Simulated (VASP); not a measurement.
Wanted: the native input for a VASP 6.6.1 run.

- Task: single point
- Functional: PBE
- Potentials or basis: VASP PAW PBE potentials, release 64 (Bi_d, Te)
- Cutoff: 520 eV
- k mesh: 6 × 6 × 6
- Occupations: gaussian, width 0.1 eV
- Spin: no spin polarisation
- Dipole correction: no
- Further INCAR settings: ALGO = Normal; EDIFF = 1e-06; NBANDS = 48

The structure of Bi4Te3 lies in POSCAR:

```
Bi4Te3
1.0
    2.2578694332      1.3035815251     14.2065946133
   -2.2578694332      1.3035815251     14.2065946133
    0.0000000000     -2.6071630502     14.2065946133
Bi Te
4 3
Direct
    0.7139595847      0.7139595847      0.7139595847
    0.2860404153      0.2860404153      0.2860404153
    0.1472758602      0.1472758602      0.1472758602
    0.8527241398      0.8527241398      0.8527241398
    0.0000000000      0.0000000000      0.0000000000
    0.4203686282      0.4203686282      0.4203686282
    0.5796313718      0.5796313718      0.5796313718
```

These files were run (other wordings do the same):

INCAR

```
SYSTEM = Bi4Te3
PREC = Accurate
ENCUT = 520
EDIFF = 1E-6
ISMEAR = 0
SIGMA = 0.1
LREAL = .FALSE.
LASPH = .TRUE.
NELM = 60
ALGO = Normal
ISIF = 2
LWAVE = .FALSE.
LCHARG = .FALSE.
GGA = PE
NBANDS = 48
```

KPOINTS

```
regular mesh
0
G
  6 6 6
  0 0 0
```

Potentials or basis: VASP PAW PBE potentials, release 64 (Bi_d, Te).

Command:

```sh
$ cat potpaw_PBE.64/Bi_d/POTCAR potpaw_PBE.64/Te/POTCAR > POTCAR
$ mpirun -np 1 vasp_std > vasp.out
```

It gave:

```json
{
  "Pressure": "0.0 GPa",
  "Largest force": "0.040 eV/Å",
  "Band gap on the k mesh": "0.21 eV (least direct gap 0.22 eV)"
}
```

Caveat: spin-orbit coupling is left out, which moves the levels of the heavy elements.

Run time: 51 min on 1 thread of AMD EPYC 9R45 96-Core Processor (Zen 5) (shared host), peak memory 1.9 GiB.
